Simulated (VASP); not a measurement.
Write the native input for VASP 6.6.1 that does the following.

```yaml
Task: single point
Functional: PBEsol
Potentials_or_basis: VASP PAW PBE potentials, release 64 (Nb_sv, Zn)
Cutoff: 520 eV
k_mesh: 5 × 5 × 5
Occupations: fermi-dirac, width 0.1 eV
Spin: no spin polarisation
Dipole_correction: no
Further_INCAR_settings: ALGO = Normal; EDIFF = 1e-06; NBANDS = 32
```

The structure of NbZn3 lies in POSCAR:

```
NbZn3
1.0
    3.9340000000      0.0000000000      0.0000000000
    0.0000000000      3.9340000000      0.0000000000
    0.0000000000      0.0000000000      3.9340000000
Nb Zn
1 3
Direct
    0.0000000000      0.0000000000      0.0000000000
    0.0000000000      0.5000000000      0.5000000000
    0.5000000000      0.0000000000      0.5000000000
    0.5000000000      0.5000000000      0.0000000000
```

These files were run (other wordings do the same):

INCAR

```
SYSTEM = NbZn3
ALGO = Normal ; EDIFF = 1E-6
ENCUT = 520 ; GGA = PS
ISIF = 2 ; ISMEAR = -1
LASPH = .True. ; LCHARG = .True.
LELF = .True. ; LREAL = .False.
LVHAR = .True. ; LWAVE = .False.
NBANDS = 32 ; NELM = 100
PREC = Accurate ; SIGMA = 0.1
```

KPOINTS

```
k-points
0
Gamma
  5 5 5
  0 0 0
```

Potentials or basis: VASP PAW PBE potentials, release 64 (Nb_sv, Zn).

Launch:

```sh
$ cat potpaw_PBE.64/Nb_sv/POTCAR potpaw_PBE.64/Zn/POTCAR > POTCAR
$ mpirun -np 1 vasp_std > vasp.out
```

Results of the run:

```
Pressure : -5.1 GPa
```

Caveat: the PAW data sets were made with another functional, which shifts forces and pressure a little.

Run time: 20 s on 1 thread of Intel(R) Xeon(R) Platinum 8488C (Sapphire Rapids), with other jobs on the host, peak memory 0.17 GiB.
